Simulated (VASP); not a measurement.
**W9C8: single point with PBEsol**

The system is W9C8, a slab with vacuum.

```
W C
1.0
     5.71026    0.00000    0.00000
    -2.85513    4.94523    0.00000
     0.00000    0.00000   16.20453
W C
9 8
Direct
  0.00000 0.00000 0.06171
  0.00721 0.99179 0.26321
  0.00000 0.50000 0.06171
  0.00040 0.49688 0.23040
  0.50000 0.00000 0.06171
  0.50210 0.00323 0.23110
  0.50000 0.50000 0.06171
  0.50995 0.49944 0.24191
  0.06468 0.44254 0.38585
  0.31816 0.16690 0.15462
  0.35494 0.17822 0.32183
  0.33733 0.66147 0.14430
  0.33988 0.69569 0.31781
  0.84237 0.16329 0.14539
  0.79055 0.17003 0.32323
  0.84878 0.67707 0.15090
  0.86739 0.64241 0.33852
```

```
Program             : VASP 6.6.1
Task                : single point
Functional          : PBEsol
Potentials or basis : VASP PAW PBE potentials, release 64 (W_sv, C)
Cutoff              : 520 eV
k mesh              : 1 × 1 × 1
Occupations         : fermi-dirac, width 0.15 eV
Spin                : no spin polarisation
```

| Property | Result |
| --- | --- |
| Largest force | 0.925 eV/Å |
| Band gap on the k mesh | 0.09 eV |

Forces in eV/Å, atoms in the order of the input:
```
W   -0.100 -0.205  0.361
W   -0.008 -0.053  0.243
W   -0.320  0.037 -0.867
W   -0.009 -0.025 -0.035
W    0.035  0.293 -0.367
W   -0.004  0.041 -0.019
W    0.402 -0.124  0.499
W    0.026  0.015  0.023
W   -0.088  0.085 -0.027
C   -0.063 -0.030  0.011
C    0.025  0.026 -0.028
C    0.009 -0.023 -0.006
C    0.117  0.100  0.064
C    0.015 -0.007 -0.001
C   -0.078 -0.138  0.024
C    0.001  0.032  0.013
C    0.041 -0.025  0.113
```

Levels at points of the mesh, in eV from the valence-band top:
```csv
k point,band 77,band 78,band 79,band 80,band 81,band 82
"(0.00, 0.00, 0.00)",-0.37,-0.17,0.00,0.09,0.17,0.82
```

Run time: 88 s on 1 thread of Intel(R) Xeon(R) 6975P-C (Granite Rapids) (shared host), peak memory 0.46 GiB.

Caveat: the k points lie up to 1.27 Å⁻¹ apart; the PAW data sets were made with another functional, which shifts forces and pressure a little; spin-orbit coupling is left out, which moves the levels of the heavy elements.
